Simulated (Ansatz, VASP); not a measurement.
GaP: VASP beside Ansatz

Contents of INCAR:

```
  PREC = Accurate
  ENCUT = 520
  EDIFF = 1E-6
  ISMEAR = -1
  SIGMA = 0.02
  LREAL = F
  LASPH = T
  NELM = 80
  ALGO = Normal
  ISIF = 2
  LWAVE = F
  LCHARG = F
  GGA = PE
  NBANDS = 16
```

File KPOINTS:

```
regular mesh
0
Gamma
  8 8 8
```

POSCAR

```
GaP
1.0
    0.0000000000      2.7526532803      2.7026489945
    2.7526532803      0.0000000000      2.7026489945
    2.7526532803      2.7526532803      0.0000000000
Ga P
1 1
Direct
    0.0000000000      0.0000000000      0.0000000000
    0.2500000000      0.2500000000      0.2500000000
```

Input for Ansatz:

```yaml
crystal:
  lattice:
    - [0.0, 2.7526532803, 2.7026489945]
    - [2.7526532803, 0.0, 2.7026489945]
    - [2.7526532803, 2.7526532803, 0.0]
  atoms:
    - { symbol: Ga, position: [0.0, 0.0, 0.0] }
    - { symbol: P, position: [0.25, 0.25, 0.25] }
kpoints:
  mp_grid: { grid: [8, 8, 8] }
  band_path:
    path:
      - [0.0, 0.0, 0.0]
      - [-0.5, -0.5, 0.0]
      - [-0.375, -0.375, 0.25]
      - [-0.375, 0.0, 0.375]
      - [0.0, 0.0, 0.5]
      - [-0.5, -0.25, 0.25]
      - [0.421875, 0.421875, 0.0]
    npoints: 1
hamiltonian:
  xc: pbe
scf:
  occupations: { method: fermi_dirac, width: 0.02 }
  n_extra_bands: 4
output:
  forces: true
  stress: true
  eigenvalues: true
```

Change from the starting cell: epitaxial_xy strain +1.0%.

Alike in both runs: task single point; functional PBE; k mesh 8 × 8 × 8; occupations fermi-dirac, width 0.02 eV; no spin polarisation.

|  | VASP | Ansatz |
| --- | --- | --- |
| version | VASP 6.6.1 | Ansatz 0.2.0 |
| potentials or method | VASP PAW PBE potentials, release 64 (Ga_d, P) | plane waves, PAW |
| plane-wave cutoff (eV) | 520 | 420 |
| valence electrons in the cell | 18 | 18 |

```csv
,VASP,Ansatz,Ansatz less VASP
gap on the k mesh at the Fermi level (eV),1.48,1.48,+0.001
pressure (GPa),1.4,1.5,+0.08
"traceless stress, the component that is largest in VASP (GPa)",0.87,0.87,-0.001
```
